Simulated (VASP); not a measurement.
# Co (R-3m) in VASP: notebook, part 2 of 2

VASP 6.6.1. The steps go on from the part before.

## 3. Relaxation of cell and atoms, r2SCAN, collinear spin, ferromagnetic start

POSCAR reads:

```
Co
1.0
    1.5223486649      0.8789284115      2.8230130800
   -1.5223486649      0.8789284115      2.8230130800
    0.0000000000     -1.7578568230      2.8230130800
Co
2
Direct
    0.2275400000      0.2275400000      0.2275400000
    0.7724600000      0.7724600000      0.7724600000
```

INCAR.step1 reads:

```
SYSTEM = Co
PREC     = Accurate       ! precision mode
ENCUT    = 600            ! plane-wave cutoff, eV
ISMEAR   = 0              ! smearing method
SIGMA    = 0.1            ! smearing width, eV
LREAL    = .FALSE.        ! projectors in reciprocal space
LASPH    = .TRUE.         ! aspherical terms in the spheres
NELM     = 150            ! most SCF steps
ISPIN    = 2              ! spin polarisation
MAGMOM   = 2.09 2.09      ! initial moments
LMAXMIX  = 4              ! l up to which the mixer works
GGA      = PE             ! functional
ALGO     = Normal         ! electronic algorithm
EDIFF    = 1E-4           ! SCF threshold, eV
LWAVE    = .TRUE.         ! write WAVECAR
LCHARG   = .FALSE.        ! write CHGCAR
```

INCAR.step2 reads:

```
SYSTEM = Co
PREC     = Accurate       ! precision mode
ENCUT    = 600            ! plane-wave cutoff, eV
EDIFF    = 1E-6           ! SCF threshold, eV
ISMEAR   = 0              ! smearing method
SIGMA    = 0.1            ! smearing width, eV
LREAL    = .FALSE.        ! projectors in reciprocal space
LASPH    = .TRUE.         ! aspherical terms in the spheres
NELM     = 150            ! most SCF steps
ALGO     = Normal         ! electronic algorithm
ISIF     = 3              ! what is computed and relaxed
LWAVE    = .FALSE.        ! write WAVECAR
LCHARG   = .FALSE.        ! write CHGCAR
ISPIN    = 2              ! spin polarisation
MAGMOM   = 2.09 2.09      ! initial moments
LORBIT   = 11             ! projections on sites
LMAXMIX  = 4              ! l up to which the mixer works
METAGGA  = R2SCAN         ! meta-GGA
LMIXTAU  = .TRUE.       
IBRION   = 2              ! ionic algorithm
NSW      = 90             ! ionic steps
EDIFFG   = -0.04          ! ionic threshold
ISTART   = 1
```

KPOINTS reads:

```
Automatic mesh
0
G
  6 6 6
  0 0 0
```

Potentials or basis: VASP PAW PBE potentials, release 64 (Co).

The run is started by

```
$ cat potpaw_PBE.64/Co/POTCAR > POTCAR
$ cp INCAR.step1 INCAR
$ mpirun -np 1 vasp_std > vasp.out
$ cp INCAR.step2 INCAR
$ mpirun -np 1 vasp_std > vasp.out
```

OUTCAR:

```text
SYSTEM = Co
   PREC = Accurate
   ENCUT = 600
   EDIFF = 1E-6
   ISMEAR = 0
   LREAL = .FALSE.
   LASPH = .TRUE.
   NELM = 150
   ISIF = 3
   ISPIN = 2
   LORBIT = 11
   METAGGA = R2SCAN
   IBRION = 2
   NSW = 90
   EDIFFG = -0.04
   ISTART = 1

 ion  position               nearest neighbor table
   1  0.228  0.228  0.228-   2 2.04   2 2.04   2 2.04   2 2.51   2 2.51   2 2.51
   2  0.772  0.772  0.772-   1 2.04   1 2.04   1 2.04   1 2.51   1 2.51   1 2.51

  LATTYP: Found a trigonal (rhomboedric) cell.
 ALAT       =     3.3255771619
 COS(alpha) =     0.5808936906

  Lattice vectors:

 A1 = (   1.5223486649,   0.8789284115,   2.8230130800)
 A2 = (  -1.5223486649,   0.8789284115,   2.8230130800)
 A3 = (   0.0000000000,  -1.7578568230,   2.8230130800)

Analysis of symmetry for initial positions (statically):
=====================================================================
 Subroutine PRICEL returns:
 Original cell was already a primitive cell.

 Routine SETGRP: Setting up the symmetry group for a
 trigonal (rhombohedral) supercell.

 Subroutine GETGRP returns: Found 12 space group operations
 (whereof 12 operations were pure point group operations)
 out of a pool of 12 trial point group operations.

The static configuration has the point symmetry D_3d.

Analysis of symmetry for dynamics (positions and initial velocities):
=====================================================================
 Subroutine PRICEL returns:
 Original cell was already a primitive cell.

 Routine SETGRP: Setting up the symmetry group for a
 trigonal (rhombohedral) supercell.

 Subroutine GETGRP returns: Found 12 space group operations
 (whereof 12 operations were pure point group operations)
 out of a pool of 12 trial point group operations.

The dynamic configuration has the point symmetry D_3d.

Analysis of structural, dynamic, and magnetic symmetry:
=====================================================================
 Subroutine PRICEL returns:
 Original cell was already a primitive cell.

 Routine SETGRP: Setting up the symmetry group for a
 trigonal (rhombohedral) supercell.

 Subroutine GETGRP returns: Found 12 space group operations
[... 255 lines left out ...]
  free  energy   TOTEN  =       -24.9209436305 eV

  energy  without entropy=      -24.9076621528  energy(sigma->0) =      -24.91430289

 E-fermi :   9.9926     XC(G=0): -14.3128

 val. band max:        9.9428613595   @ k =   0.5000   0.1667   0.0000
 cond. band min:      10.0094814335   @ k =   0.5000   0.3333   0.3333
 fundamental gap:      0.0666200740
 Fermi energy:         9.9925938076

 spin component 1

 k-point     1 :       0.0000    0.0000    0.0000
  band No.  band energies     occupation
      1       0.5551      1.00000
      2       4.0857      1.00000
      3       6.1900      1.00000
      4       6.1900      1.00000
      5       6.2719      1.00000
      6       6.4891      1.00000
      7       6.4891      1.00000
      8       7.1573      1.00000
      9       7.1573      1.00000
     10       8.1102      1.00000
     11       8.1102      1.00000
     12       8.9611      1.00000
[... 841 lines left out ...]
      4       7.6918      1.00000
      5       8.4515      1.00000
      6       8.9120      1.00000
      7       9.2730      1.00000
      8      10.3966      0.00000
      9      11.0301      0.00000
     10      11.2056      0.00000
     11      12.4833      0.00000
     12      13.0270      0.00000
     13      17.7376      0.00000
     14      21.2524      0.00000
     15      22.5328      0.00000

 [... further k-points ...]

[... ionic steps 4 to 20 ...]

--------------------------------------- Ionic step       21  -------------------------------------------

 number of electron      17.9999997 magnetization       3.4172620

------------------------ aborting loop because EDIFF is reached ----------------------------------------
[... 67 lines left out ...]
--------------------------------------- Ionic step       23  -------------------------------------------

 number of electron      18.0000000 magnetization       3.4171780

 Free energy of the ion-electron system (eV)
  ---------------------------------------------------
  ext. energy  EPLUGINS =         0.00000000
  ---------------------------------------------------
  free energy    TOTEN  =       -26.45815629 eV

  energy without entropy =      -26.45035509  energy(sigma->0) =      -26.45425569

 E-fermi :  11.0065     XC(G=0): -14.8102

 val. band max:       10.9451573163   @ k =   0.5000   0.5000   0.3333
 cond. band min:      11.0088448358   @ k =   0.5000   0.3333   0.3333
 fundamental gap:      0.0636875196
 Fermi energy:        11.0064707963

 spin component 1

 k-point     1 :       0.0000    0.0000    0.0000
  band No.  band energies     occupation
      1       1.1270      1.00000
      2       4.8606      1.00000
      3       7.0813      1.00000
      4       7.0813      1.00000
      5       7.3490      1.00000
      6       7.3701      1.00000
      7       7.3701      1.00000
      8       8.2228      1.00000
      9       8.2228      1.00000
     10       9.3084      1.00000
     11       9.3084      1.00000
     12      10.2233      1.00000
[... 882 lines left out ...]
  FREE ENERGIE OF THE ION-ELECTRON SYSTEM (eV)
  ---------------------------------------------------
  free  energy   TOTEN  =       -26.4581562852 eV

  energy  without entropy=      -26.4503550928  energy(sigma->0) =      -26.45425569

 reached required accuracy - stopping structural energy minimisation

 total charge

# of ion       s       p       d       tot
------------------------------------------
    1        0.517   0.577   7.244   8.338
    2        0.517   0.577   7.244   8.338
--------------------------------------------------
tot          1.035   1.153  14.487  16.675

 magnetization (x)

# of ion       s       p       d       tot
------------------------------------------
    1       -0.010  -0.073   1.847   1.764
    2       -0.010  -0.073   1.847   1.764
--------------------------------------------------
tot         -0.020  -0.145   3.694   3.529
```

OUTCAR.step1:

```text
SYSTEM = Co
   PREC = Accurate
   ENCUT = 600
   ISMEAR = 0
   LREAL = .FALSE.
   LASPH = .TRUE.
[... 1108 lines left out ...]
      0.00000      0.00000      1.92705         0.000000      0.000000      3.435404
      0.00000      0.00000      6.54199         0.000000      0.000000     -3.435404
 -----------------------------------------------------------------------------------
    total drift:                               -0.000000      0.000000     -0.000000

  FREE ENERGIE OF THE ION-ELECTRON SYSTEM (eV)
  ---------------------------------------------------
  free  energy   TOTEN  =       -11.8621404474 eV

  energy  without entropy=      -11.8501725678  energy(sigma->0) =      -11.85615651
```

Run time: 45 min. Hardware: 1 thread of Intel Xeon Platinum 8259CL at 2.50GHz (Skylake/Cascade Lake), shared host; peak memory 0.23 GiB.

What came out:

```
Free energy                                           : -26.4582 eV
Relaxed volume                                        : 10.62 Å³/atom
Relaxed cell                                          : a = 4.282 Å, b = 4.282 Å, c = 4.282 Å, α = 33.45°, β = 33.45°, γ = 33.45°
Space group after relaxing (to 0.05 Å)                : Fm-3m (No. 225)
Energy gained by relaxing                             : 1094.7 meV/atom
Ionic steps                                           : 23
Pressure after relaxing                               : 0.0 GPa
Largest force after relaxing                          : 0.011 eV/Å
Net moment                                            : 3.42 μB per cell
Site moments                                          : Co +1.76 μB
Valence electrons inside the program's atomic spheres : Co 8.34
```

Forces on the atoms (eV/Å):
```
Co   0.000  0.000  0.011
Co   0.000  0.000 -0.011
```

The path:
```tsv
step	energy change (eV)	largest force (eV/Å)	pressure (GPa)	volume (Å³)
1	0.0000	3.7421	32.59	22.66
2	-0.2637	0.0336	-20.53	31.10
3	-0.6522	0.8046	-6.96	26.68
4	-0.6534	0.8691	-6.00	26.52
5	-0.8079	0.3581	-3.13	25.45
6	-0.9618	0.4677	5.48	23.75
7	-1.0593	0.8733	5.27	23.66
8	-1.2450	2.2137	6.65	23.21
9	-1.3913	1.9494	1.21	23.42
10	-1.7184	1.8593	-8.51	23.84
11	-1.7540	0.2527	-14.39	23.81
12	-1.9133	1.2706	-14.28	23.96
13	-2.0579	0.7047	-11.30	22.82
14	-2.0836	0.4618	-5.74	22.12
15	-2.0842	0.4947	-6.81	22.23
16	-2.1370	0.4943	-3.26	21.67
17	-2.1463	0.5968	10.10	20.44
18	-2.1640	0.5582	3.08	21.01
19	-2.1814	0.3685	0.90	21.18
20	-2.1878	0.0920	-1.09	21.34
21	-2.1892	0.0047	0.06	21.23
22	-2.1893	0.0134	0.29	21.21
23	-2.1894	0.0107	-0.04	21.24
```

Final structure:
```cif
data_structure
_symmetry_space_group_name_H-M 'P 1'
_symmetry_Int_Tables_number 1
_cell_length_a 4.2819
_cell_length_b 4.2819
_cell_length_c 4.2819
_cell_angle_alpha 33.451
_cell_angle_beta 33.451
_cell_angle_gamma 33.451
_cell_volume 21.24
loop_
_atom_site_label
_atom_site_type_symbol
_atom_site_fract_x
_atom_site_fract_y
_atom_site_fract_z
_atom_site_occupancy
Co1 Co 0.24995 0.24995 0.24995 1
Co2 Co 0.75005 0.75005 0.75005 1
```

Levels at points of the mesh, in eV from the Fermi level:
Spin up:
| k point | band 9 | band 10 | band 11 | band 12 | band 13 | band 14 |
| --- | --- | --- | --- | --- | --- | --- |
| (0.00, 0.00, 0.00) | -2.78 | -1.70 | -1.70 | -0.78 | 5.86 | 22.26 |
| (0.50, 0.00, 0.00) | -1.64 | -1.64 | 1.88 | 1.88 | 8.71 | 8.72 |
| (0.50, 0.50, 0.00) | -1.36 | -1.36 | -0.74 | 2.22 | 5.93 | 9.43 |
| (0.50, 0.50, 0.50) | -2.50 | -2.50 | -2.50 | -2.50 | 14.81 | 14.83 |
Spin down:
```csv
k point,band 5,band 6,band 7,band 8,band 9,band 10
"(0.00, 0.00, 0.00)",-1.55,-1.35,-1.35,-1.28,0.52,0.52
"(0.50, 0.00, 0.00)",-1.75,-1.75,-0.23,-0.22,1.20,1.20
"(0.50, 0.50, 0.00)",-1.34,-1.25,1.01,1.08,1.13,1.14
"(0.50, 0.50, 0.50)",-1.22,-1.22,-1.22,-1.22,0.47,0.47
```

Caveat: the k points lie up to 0.50 Å⁻¹ apart in the final cell; the PAW data sets were made with another functional, which shifts forces and pressure a little.
